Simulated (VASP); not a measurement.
Wanted: the native input for a VASP 6.6.1 run.

```yaml
Task: single point
Functional: PBE
Potentials_or_basis: VASP PAW PBE potentials, release 64 (Rb_sv)
Cutoff: 520 eV
k_mesh: 10 × 10 × 10
Occupations: gaussian, width 0.1 eV
Spin: no spin polarisation
Dipole_correction: no
Further_INCAR_settings: ALGO = Normal; EDIFF = 1e-06; NBANDS = 10
```

The structure of Rb lies in POSCAR:

```
Rb
1.0
   -2.9021761179      2.9021761179      2.9021761179
    2.9021761179     -2.9021761179      2.9021761179
    2.9021761179      2.9021761179     -2.9021761179
Rb
1
Direct
    0.0000000000      0.0000000000      0.0000000000
```

The input as run:

INCAR

```
SYSTEM = Rb
ALGO = Normal ; EDIFF = 1E-6
ENCUT = 520 ; GGA = PE
ISIF = 2 ; ISMEAR = 0
LASPH = .True. ; LCHARG = .False.
LREAL = .False. ; LWAVE = .False.
NBANDS = 10 ; NELM = 60
PREC = Accurate ; SIGMA = 0.1
```

KPOINTS

```
k-points
0
Gamma
  10 10 10
  0 0 0
```

Potentials or basis: VASP PAW PBE potentials, release 64 (Rb_sv).

Run with:

```console
$ cat potpaw_PBE.64/Rb_sv/POTCAR > POTCAR
$ mpirun -np 1 vasp_std > vasp.out
```

It gave:

```json
{
 "Pressure": "-0.2 GPa",
 "Band gap on the k mesh": "zero (an odd number of electrons rules out a gap without spin polarisation)"
}
```

Wall time 69 s on 1 thread of Intel(R) Xeon(R) Platinum 8259CL CPU @ 2.50GHz (Skylake/Cascade Lake) (shared host), peak memory 0.23 GiB.
